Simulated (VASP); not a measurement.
# KGeO3 (Pm-3m) in VASP: notebook

The runs below take KGeO3 through single point, with LDA.

Program: VASP 6.6.1. These are calculated values, not measurements. Logs are shortened: lines on timing, memory, paths and dates and some standing lists are left out, and cuts for length are marked.

**1. The cell of the first run**

It takes space group Pm-3m (No. 221, cubic). Conventional cell: a = 3.765 Å, b = 3.765 Å, c = 3.765 Å, α = 90.00°, β = 90.00°, γ = 90.00°. K (site symmetry m-3m) has 12 O at 2.66 Å and 8 Ge at 3.26 Å within 3.5 Å. Within 2.5 Å of Ge (site symmetry m-3m) lie 6 O at 1.88 Å. O (site symmetry 4/mmm) has 2 Ge at 1.88 Å within 2.5 Å.

**2. Single point, LDA**

The input, INCAR:

```
SYSTEM = KGeO3
PREC = Accurate
ENCUT = 520
EDIFF = 1E-6
ISMEAR = 0
SIGMA = 0.05
LREAL = .False.
LASPH = .True.
NELM = 60
ALGO = Normal
ISIF = 2
LWAVE = .False.
LCHARG = .False.
GGA = CA
NBANDS = 28
```

The input, KPOINTS:

```
Automatic mesh
0
Gamma
  5 5 5
  0 0 0
```

The input, POSCAR:

```
KGeO3
1.0
    3.7654091701      0.0000000000      0.0000000000
    0.0000000000      3.7654091701      0.0000000000
    0.0000000000      0.0000000000      3.7654091701
K Ge O
1 1 3
Direct
    0.0000000000      0.0000000000      0.0000000000
    0.5000000000      0.5000000000      0.5000000000
    0.5000000000      0.5000000000      0.0000000000
    0.0000000000      0.5000000000      0.5000000000
    0.5000000000      0.0000000000      0.5000000000
```

Potentials or basis: VASP PAW LDA potentials, release 64 (K_sv, Ge_d, O).

The run is started by

```
$ cat potpaw_LDA.64/K_sv/POTCAR potpaw_LDA.64/Ge_d/POTCAR potpaw_LDA.64/O/POTCAR > POTCAR
$ mpirun -np 1 vasp_std > vasp.out
```

OUTCAR:

```text
SYSTEM = KGeO3
   PREC = Accurate
   ENCUT = 520
   EDIFF = 1E-6
   ISMEAR = 0
   LREAL = .False.
   LASPH = .True.
   NELM = 60
   ISIF = 2
   GGA = CA

 ion  position               nearest neighbor table
   1  0.000  0.000  0.000-   3 2.66   4 2.66   5 2.66   4 2.66   5 2.66   3 2.66   4 2.66   4 2.66
                             3 2.66   5 2.66   5 2.66   3 2.66   2 3.26   2 3.26   2 3.26   2 3.26
   2  0.500  0.500  0.500-   3 1.88   4 1.88   5 1.88   3 1.88   5 1.88   4 1.88   1 3.26   1 3.26
                             1 3.26   1 3.26   1 3.26   1 3.26   1 3.26   1 3.26
   3  0.500  0.500  0.000-   2 1.88   2 1.88   1 2.66   1 2.66   1 2.66   1 2.66
   4  0.000  0.500  0.500-   2 1.88   2 1.88   1 2.66   1 2.66   1 2.66   1 2.66
   5  0.500  0.000  0.500-   2 1.88   2 1.88   1 2.66   1 2.66   1 2.66   1 2.66

  LATTYP: Found a simple cubic cell.
 ALAT       =     3.7654091701

  Lattice vectors:

 A1 = (   3.7654091701,   0.0000000000,   0.0000000000)
 A2 = (   0.0000000000,   3.7654091701,   0.0000000000)
 A3 = (   0.0000000000,   0.0000000000,   3.7654091701)

Analysis of symmetry for initial positions (statically):
=====================================================================
 Subroutine PRICEL returns:
 Original cell was already a primitive cell.

 Routine SETGRP: Setting up the symmetry group for a
 simple cubic supercell.

 Subroutine GETGRP returns: Found 48 space group operations
 (whereof 48 operations were pure point group operations)
 out of a pool of 48 trial point group operations.

The static configuration has the point symmetry O_h .

Analysis of symmetry for dynamics (positions and initial velocities):
=====================================================================
 Subroutine PRICEL returns:
 Original cell was already a primitive cell.

 Routine SETGRP: Setting up the symmetry group for a
 simple cubic supercell.

 Subroutine GETGRP returns: Found 48 space group operations
 (whereof 48 operations were pure point group operations)
 out of a pool of 48 trial point group operations.

The dynamic configuration has the point symmetry O_h .

 Subroutine INISYM returns: Found 48 space group operations
 (whereof 48 operations are pure point group operations),
 and found     1 'primitive' translations

----------------------------------------------------------------------------------------

                                     Primitive cell

  volume of cell :      53.3871

  direct lattice vectors                    reciprocal lattice vectors
     3.765409170  0.000000000  0.000000000     0.265575388  0.000000000  0.000000000
     0.000000000  3.765409170  0.000000000     0.000000000  0.265575388  0.000000000
     0.000000000  0.000000000  3.765409170     0.000000000  0.000000000  0.265575388

  length of vectors
     3.765409170  3.765409170  3.765409170     0.265575388  0.265575388  0.265575388

  position of ions in fractional coordinates (direct lattice)
     0.000000000  0.000000000  0.000000000
     0.500000000  0.500000000  0.500000000
     0.500000000  0.500000000  0.000000000
     0.000000000  0.500000000  0.500000000
     0.500000000  0.000000000  0.500000000

  ion indices of the primitive-cell ions
   primitive index   ion index
                 1           1
                 2           2
                 3           3
                 4           4
                 5           5

----------------------------------------------------------------------------------------

 KPOINTS: Automatic mesh

Automatic generation of k-mesh.
 Grid dimensions read from file:
 generate k-points for:    5    5    5

 Generating k-lattice:

  Cartesian coordinates                     Fractional coordinates (reciprocal lattice)
     0.053115078  0.000000000  0.000000000     0.200000000  0.000000000  0.000000000
     0.000000000  0.053115078  0.000000000     0.000000000  0.200000000  0.000000000
     0.000000000  0.000000000  0.053115078     0.000000000  0.000000000  0.200000000

  Length of vectors
     0.053115078  0.053115078  0.053115078

  Shift w.r.t. Gamma in fractional coordinates (k-lattice)
     0.000000000  0.000000000  0.000000000

 Subroutine IBZKPT returns following result:
 ===========================================

 Found     10 irreducible k-points:

 Following reciprocal coordinates:
            Coordinates               Weight
  0.000000  0.000000  0.000000      1.000000
  0.200000  0.000000  0.000000      6.000000
  0.400000  0.000000  0.000000      6.000000
  0.200000  0.200000  0.000000     12.000000
  0.400000  0.200000  0.000000     24.000000
  0.400000  0.400000  0.000000     12.000000
  0.200000  0.200000  0.200000      8.000000
  0.400000  0.200000  0.200000     24.000000
  0.400000  0.400000  0.200000     24.000000
  0.400000  0.400000  0.400000      8.000000
   k-points           NKPTS =     10   k-points in BZ     NKDIM =     10   number of bands    NBANDS=     28
   number of dos      NEDOS =    301   number of ions     NIONS =      5
   total plane-waves  NPLWV =  21952
   dimension x,y,z NGX =    28 NGY =   28 NGZ =   28
   dimension x,y,z NGXF=    56 NGYF=   56 NGZF=   56
   ions per type =               1   1   3
   NGX,Y,Z   is equivalent  to a cutoff of  12.36, 12.36, 12.36 a.u.
   NGXF,Y,Z  is equivalent  to a cutoff of  24.72, 24.72, 24.72 a.u.
 SYSTEM =  KGeO3
   PREC   = accura    normal or accurate (medium, high low for compatibility)
   ISTART =      0    job   : 0-new  1-cont  2-samecut
   ICHARG =      2    charge: 1-file 2-atom 10-const
   ISPIN  =      1    spin polarized calculation?
   LNONCOLLINEAR =      F non collinear calculations
   LSORBIT =      F    spin-orbit coupling
   LASPH  =      T    aspherical Exc in radial PAW
   ENCUT  =  520.0 eV  38.22 Ry    6.18 a.u.   7.00  7.00  7.00*2*pi/ulx,y,z
   NELM   =     60;   NELMIN=  2; NELMDL= -5     # of ELM steps
   EDIFF  = 0.1E-05   stopping-criterion for ELM
   LREAL  =      F    real-space projection
   EDIFFG = 0.1E-04   stopping-criterion for IOM
   NSW    =      0    number of steps for IOM
   IBRION =     -1    ionic relax: 0-MD 1-quasi-New 2-CG
   NFREE  =      0    steps in history (QN), initial steepest desc. (CG)
   ISIF   =      2    stress and relaxation
   ISYM   =      2    0-nonsym 1-usesym 2-fastsym
   POTIM  = 0.5000    time-step for ionic-motion
   TEBEG  =    0.0;   TEEND  =   0.0 temperature during run
   PSTRESS=    0.0 pullay stress
   NELECT =      41.0000    total number of electrons
   NUPDOWN=      -1.0000    fix difference up-down
   EMIN   =  10.00;   EMAX   =-10.00  energy-range for DOS
   EFERMI =   0.00;   METHOD = LEGACY
   ISMEAR =     0;   SIGMA  =   0.05  broadening in eV -4-tet -1-fermi 0-gaus
   EFERMI_NEDOS =   21; number of points for ismear=-14 and -15
   IALGO  =     38    algorithm
   IMIX   =      4    mixing-type and parameters
     AMIX     =   0.40;   BMIX     =  1.00
     AMIX_MAG =   1.60;   BMIX_MAG =  1.00
  volume/ion in A,a.u.               =      10.68        72.05
  Fermi-wavevector in a.u.,A,eV,Ry     =   1.499192  2.833062 30.580139  2.247577
  Thomas-Fermi vector in A             =   2.610854
   LORBIT       =      0    0 simple, 1 ext, 2 COOP (PROOUT), +10 PAW based schemes
   GGA     = CA    functional components
   LHFCALC =     F    Hartree Fock is set to
   AEXX    =    0.0000 exact exchange contribution
   IVDW    =     0    specifies the selected vdW correction
   LEPSILON=     F    determine dielectric tensor
   LRPA    =     F    only Hartree local field effects (RPA)
 non-spin polarized calculation
 Gauss-broadening in eV      SIGMA  =   0.05
  energy-cutoff  :      520.00
  volume of cell :       53.39
 maximum number of plane-waves:      1446
   NGX = 15   NGY = 15   NGZ = 15

 number of electron      40.9999944 magnetization

 Free energy of the ion-electron system (eV)
  ---------------------------------------------------
  ext. energy  EPLUGINS =         0.00000000
  ---------------------------------------------------
  free energy    TOTEN  =       -30.42635527 eV

  energy without entropy =      -30.42365965  energy(sigma->0) =      -30.42500746

 E-fermi :   2.4089     XC(G=0): -12.1303

 val. band max:        2.3598023053   @ k =   0.4000   0.2000   0.2000
 cond. band min:       2.7855991876   @ k =   0.4000   0.4000   0.4000
 fundamental gap:      0.4257968823
 Fermi energy:         2.4089385563

 k-point     1 :       0.0000    0.0000    0.0000
  band No.  band energies     occupation
      1     -23.3934      2.00000
      2     -21.3478      2.00000
      3     -21.3478      2.00000
      4     -21.0144      2.00000
      5     -21.0144      2.00000
      6     -21.0144      2.00000
[... 20 lines left out ...]
     27      13.1252      0.00000
     28      13.1252      0.00000

 k-point     2 :       0.2000    0.0000    0.0000
  band No.  band energies     occupation
      1     -23.3668      2.00000
      2     -21.3473      2.00000
      3     -21.3129      2.00000
      4     -21.0174      2.00000
      5     -21.0174      2.00000
      6     -21.0143      2.00000
[... 20 lines left out ...]
     27      13.6966      0.00000
     28      13.6966      0.00000

 k-point     3 :       0.4000    0.0000    0.0000
  band No.  band energies     occupation
      1     -23.3231      2.00000
      2     -21.3465      2.00000
      3     -21.2565      2.00000
      4     -21.0223      2.00000
      5     -21.0223      2.00000
      6     -21.0142      2.00000
[... 20 lines left out ...]
     27      14.6806      0.00000
     28      14.6858      0.00000

 k-point     4 :       0.2000    0.2000    0.0000
  band No.  band energies     occupation
      1     -23.3435      2.00000
      2     -21.3302      2.00000
      3     -21.2935      2.00000
      4     -21.0199      2.00000
      5     -21.0174      2.00000
      6     -21.0172      2.00000
[... 144 lines left out ...]
     27      14.2508      0.00000
     28      14.9726      0.00000

 k-point     9 :       0.4000    0.4000    0.2000
  band No.  band energies     occupation
      1     -23.2619      2.00000
      2     -21.2634      2.00000
      3     -21.1973      2.00000
      4     -21.0282      2.00000
      5     -21.0251      2.00000
      6     -21.0246      2.00000
[... 20 lines left out ...]
     27      15.1045      0.00000
     28      15.1327      0.00000

 k-point    10 :       0.4000    0.4000    0.4000
  band No.  band energies     occupation
      1     -23.2385      2.00000
      2     -21.1970      2.00000
      3     -21.1970      2.00000
      4     -21.0306      2.00000
      5     -21.0306      2.00000
      6     -21.0293      2.00000
[... 20 lines left out ...]
     27      15.3430      0.00000
     28      15.4019      0.00000

------------------------ aborting loop because EDIFF is reached ----------------------------------------

  FORCE on cell =-STRESS in cart. coord.  units (eV):
  Direction    XX          YY          ZZ          XY          YZ          ZX
  --------------------------------------------------------------------------------------
  -------------------------------------------------------------------------------------
  Total        0.4224218      0.4224218      0.4224218      0.0000000      0.0000000     -0.0000000
  in kB       12.6771137     12.6771137     12.6771137      0.0000000      0.0000000     -0.0000000
  external PRESSURE =      12.6771137 kB  Pullay stress =       0.0000000 kB

 VOLUME and BASIS-vectors are now :
 -----------------------------------------------------------------------------
  energy-cutoff  :      520.00
  volume of cell :       53.39
      direct lattice vectors                 reciprocal lattice vectors
     3.765409170  0.000000000  0.000000000     0.265575388  0.000000000  0.000000000
     0.000000000  3.765409170  0.000000000     0.000000000  0.265575388  0.000000000
     0.000000000  0.000000000  3.765409170     0.000000000  0.000000000  0.265575388

 POSITION                                       TOTAL-FORCE (eV/Angst)
 -----------------------------------------------------------------------------------
      0.00000      0.00000      0.00000         0.000000      0.000000      0.000000
      1.88270      1.88270      1.88270         0.000000      0.000000      0.000000
      1.88270      1.88270      0.00000         0.000000      0.000000      0.000000
      0.00000      1.88270      1.88270         0.000000      0.000000      0.000000
      1.88270      0.00000      1.88270         0.000000      0.000000      0.000000
 -----------------------------------------------------------------------------------
    total drift:                                0.000000      0.000000      0.000000

  FREE ENERGIE OF THE ION-ELECTRON SYSTEM (eV)
  ---------------------------------------------------
  free  energy   TOTEN  =       -30.4263552687 eV

  energy  without entropy=      -30.4236596495  energy(sigma->0) =      -30.42500746
```

It took 13 s on 1 thread of Intel Xeon Platinum 8375C at 2.90GHz (Ice Lake), shared host; peak memory 0.14 GiB.

What came out:

```
Free energy : -30.4264 eV
Pressure    : 1.3 GPa
```

Levels at points of the mesh, in eV from the Fermi level:
| k point | band 19 | band 20 | band 21 | band 22 | band 23 | band 24 |
| --- | --- | --- | --- | --- | --- | --- |
| (0.00, 0.00, 0.00) | -0.15 | -0.15 | -0.15 | 1.25 | 8.81 | 8.81 |

Caveat: an odd number of electrons without spin polarisation forces a metal; a magnetic or distorted state may lie lower.

**3. Single point, LDA**

This run uses another cell than the first one, of 10.52 Å³/atom, 0.985 times its volume.

The input, INCAR:

```
ALGO = Normal ; EDIFF = 1E-6
ENCUT = 520 ; GGA = CA
ISIF = 2 ; ISMEAR = 0
LASPH = True ; LCHARG = True
LELF = True ; LREAL = False
LVHAR = True ; LWAVE = False
NBANDS = 28 ; NELM = 80
PREC = Accurate ; SIGMA = 0.05
```

The input, KPOINTS:

```
k-points
0
Gamma
  5 5 5
```

POSCAR, as its differences from that of step 2:

```diff
@@ -2,5 +2,5 @@
 1.0
-    3.7654091701      0.0000000000      0.0000000000
-    0.0000000000      3.7654091701      0.0000000000
-    0.0000000000      0.0000000000      3.7654091701
+    3.7464871966      0.0000000000      0.0000000000
+    0.0000000000      3.7464871966      0.0000000000
+    0.0000000000      0.0000000000      3.7464871966
 K Ge O
```

Potentials or basis: VASP PAW LDA potentials, release 64 (K_sv, Ge_d, O).

The run is started by

```
$ cat potpaw_LDA.64/K_sv/POTCAR potpaw_LDA.64/Ge_d/POTCAR potpaw_LDA.64/O/POTCAR > POTCAR
$ mpirun -np 1 vasp_std > vasp.out
```

Run time: 13 s. Hardware: 1 thread of Intel Xeon Platinum 8375C at 2.90GHz (Ice Lake), shared host; peak memory 0.14 GiB.

The run converged. Its results:

```yaml
Free_energy: -30.4121 eV
Pressure: 4.0 GPa
```

Levels at points of the mesh, in eV from the Fermi level:
| k point | band 18 | band 19 | band 20 | band 21 | band 22 | band 23 | band 24 | band 25 |
| --- | --- | --- | --- | --- | --- | --- | --- | --- |
| (0.00, 0.00, 0.00) | -0.62 | -0.14 | -0.14 | -0.14 | 1.46 | 8.82 | 8.82 | 9.54 |

Caveat: an odd number of electrons without spin polarisation forces a metal; a magnetic or distorted state may lie lower.

**4. Single point, LDA**

The input, INCAR:

```
PREC = Accurate
ENCUT = 520
EDIFF = 1E-6
ISMEAR = 0
SIGMA = 0.05
LREAL = False
LASPH = True
NELM = 100
ALGO = Normal
ISIF = 2
LWAVE = False
LCHARG = False
NBANDS = 28
```

The input, KPOINTS:

```
regular mesh
0
Gamma
  5 5 5
```

POSCAR, as its differences from that of step 3:

```diff
@@ -2,5 +2,5 @@
 1.0
-    3.7464871966      0.0000000000      0.0000000000
-    0.0000000000      3.7464871966      0.0000000000
-    0.0000000000      0.0000000000      3.7464871966
+    3.7654091701      0.0000000000      0.0000000000
+    0.0000000000      3.7654091701      0.0000000000
+    0.0000000000      0.0000000000      3.7654091701
 K Ge O
```

The run is started by

```
$ cat potpaw_LDA.64/K_sv/POTCAR potpaw_LDA.64/Ge_d/POTCAR potpaw_LDA.64/O/POTCAR > POTCAR
$ mpirun -np 1 vasp_std > vasp.out
```

Run time: 12 s. Hardware: 1 thread of Intel Xeon Platinum 8375C at 2.90GHz (Ice Lake), shared host; peak memory 0.14 GiB.

The run converged. Its results:

| Quantity | Value |
| --- | --- |
| Free energy | -30.4264 eV |
| Pressure | 1.3 GPa |

Levels at points of the mesh, in eV from the Fermi level:
| k point | band 17 | band 18 | band 19 | band 20 | band 21 | band 22 | band 23 | band 24 | band 25 | band 26 |
| --- | --- | --- | --- | --- | --- | --- | --- | --- | --- | --- |
| (0.00, 0.00, 0.00) | -0.61 | -0.61 | -0.15 | -0.15 | -0.15 | 1.25 | 8.81 | 8.81 | 9.42 | 10.72 |

Caveat: an odd number of electrons without spin polarisation forces a metal; a magnetic or distorted state may lie lower.

**5. Single point, LDA**

This run uses another cell than the first one, of 10.84 Å³/atom, 1.015 times its volume.

The input, INCAR:

```
ALGO = Normal ; EDIFF = 1E-7
ENCUT = 520 ; GGA = CA
ISIF = 2 ; ISMEAR = 0
LASPH = T ; LCHARG = T
LELF = T ; LREAL = F
LVHAR = T ; LWAVE = F
NBANDS = 28 ; NELM = 100
PREC = Accurate ; SIGMA = 0.05
```

The input, KPOINTS:

```
k-points
0
Gamma
  5 5 5
```

POSCAR, as its differences from that of step 4:

```diff
@@ -2,5 +2,5 @@
 1.0
-    3.7654091701      0.0000000000      0.0000000000
-    0.0000000000      3.7654091701      0.0000000000
-    0.0000000000      0.0000000000      3.7654091701
+    3.7841428574      0.0000000000      0.0000000000
+    0.0000000000      3.7841428574      0.0000000000
+    0.0000000000      0.0000000000      3.7841428574
 K Ge O
```

The run is started by

```
$ cat potpaw_LDA.64/K_sv/POTCAR potpaw_LDA.64/Ge_d/POTCAR potpaw_LDA.64/O/POTCAR > POTCAR
$ mpirun -np 1 vasp_std > vasp.out
```

Run time: 14 s. Hardware: 1 thread of Intel Xeon Platinum 8375C at 2.90GHz (Ice Lake), shared host; peak memory 0.14 GiB.

The run converged. Its results:

* Free energy: -30.4273 eV
* Pressure: -1.3 GPa

Levels at points of the mesh, in eV from the Fermi level:
```csv
k point,band 17,band 18,band 19,band 20,band 21,band 22,band 23,band 24,band 25,band 26
"(0.00, 0.00, 0.00)",-0.59,-0.59,-0.16,-0.16,-0.16,1.05,8.80,8.80,9.29,10.69
```

Caveat: an odd number of electrons without spin polarisation forces a metal; a magnetic or distorted state may lie lower.

**6. The runs side by side**

| cell | gap on the mesh (eV) | pressure (GPa) |
| --- | --- | --- |
| a = 3.765 Å, 5 atoms | none | 1.3 |
| a = 3.746 Å, 5 atoms | none | 4.0 |
| a = 3.784 Å, 5 atoms | none | -1.3 |

Alike in all rows: task single point; level LDA; potentials or basis VASP PAW LDA potentials, release 64 (K_sv, Ge_d, O); no spin polarisation; k mesh 5 × 5 × 5; cutoff (eV) 520; smearing gaussian 0.05 eV.

Caveats: an odd number of electrons without spin polarisation forces a metal; a magnetic or distorted state may lie lower.

Absolute energies hang on the potentials; compare differences alone.
